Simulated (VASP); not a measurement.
Write the native input for VASP 6.6.1 that does the following.

| Item | Value |
| --- | --- |
| Task | relaxation of cell and atoms |
| Functional | PBE |
| Potentials or basis | VASP PAW PBE potentials, release 64 (Zn, Te, O) |
| Cutoff | 600 eV |
| k mesh | 6 × 6 × 10 |
| Occupations | gaussian, width 0.1 eV |
| Spin | no spin polarisation |
| Dipole correction | no |
| Further INCAR settings | ALGO = Normal; EDIFF = 1e-06; IBRION = 2; EDIFFG = -0.01; NSW = 100; ISIF = 3 |

The structure of ZnTe3O lies in POSCAR:

```
ZnTe3O
1.0
    6.3817570940      0.0000000000      0.0000000000
   -3.1908785470      5.5267637642      0.0000000000
    0.0000000000      0.0000000000      3.5315892229
Zn Te O
1 3 1
Direct
    0.0000000000      0.0000000000      0.0000000000
    0.5000000000      0.5000000000      0.5000000000
    0.0000000000      0.5000000000      0.5000000000
    0.5000000000      0.0000000000      0.5000000000
    0.0000000000      0.0000000000      0.5000000000
```

The cell was generated, and may not be a known phase.

The input as run:

INCAR

```
ALGO = Normal
EDIFF = 1E-6
EDIFFG = -0.01
ENCUT = 600
GGA = PE
IBRION = 2
ISIF = 3
ISMEAR = 0
LASPH = T
LCHARG = F
LREAL = F
LWAVE = F
NELM = 80
NSW = 100
PREC = Accurate
SIGMA = 0.1
```

KPOINTS

```
k-points
0
Gamma
  6 6 10
```

Potentials or basis: VASP PAW PBE potentials, release 64 (Zn, Te, O).

The run is started by

```console
$ cat potpaw_PBE.64/Zn/POTCAR potpaw_PBE.64/Te/POTCAR potpaw_PBE.64/O/POTCAR > POTCAR
$ mpirun -np 1 vasp_std > vasp.out
```

Results of the run:

```json
{
  "Relaxed volume": "25.20 Å³/atom",
  "Relaxed cell": "a = 6.449 Å, b = 6.449 Å, c = 3.499 Å, α = 90.00°, β = 90.00°, γ = 120.00°",
  "Space group after relaxing (to 0.1 Å)": "P6/mmm (No. 191)",
  "Energy gained by relaxing": "2.1 meV/atom",
  "Ionic steps": "5",
  "Pressure after relaxing": "0.0 GPa",
  "Band gap on the k mesh": "zero (bands 18 and 19 overlap by 2.49 eV)"
}
```

Caveat: spin-orbit coupling is left out, which moves the levels of the heavy elements.

It took 8.7 min on 1 thread of Intel(R) Xeon(R) Platinum 8259CL CPU @ 2.50GHz (Skylake/Cascade Lake) (shared host), peak memory 0.39 GiB.
